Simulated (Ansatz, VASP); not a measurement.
# InP in VASP and in Ansatz

```
CELL_PARAMETERS angstrom
0.00000 2.84545 2.84545
2.84545 0.00000 2.84545
2.84545 2.84545 0.00000
ATOMIC_POSITIONS crystal
In 0.00000 0.00000 0.00000
P 0.50000 0.50000 0.50000
```

Change from the starting cell: volume scaled by 0.99, PAW files.

Alike in both runs: task electric field gradients; functional PBEsol; k mesh 11 × 11 × 11; occupations fermi-dirac, width 0.03 eV; no spin polarisation.

|  | VASP | Ansatz |
| --- | --- | --- |
| version | VASP 6.6.1 | Ansatz 0.2.0 |
| potentials or method | VASP PAW PBE potentials, release 64 (In_d, P) | PAW with Ansatz's default frozen-core files, scalar-relativistic |
| plane-wave cutoff (eV) | 520 | 420 |
| valence electrons in the cell | 18 | 18 |

|  | VASP | Ansatz | Ansatz less VASP |
| --- | --- | --- | --- |
| pressure (GPa) | -7.8 | -7.8 | -0.03 |

VASP's potentials were made for PBE, not for PBEsol. The functional is the same, so the differences come from potentials, cutoffs and numerics.
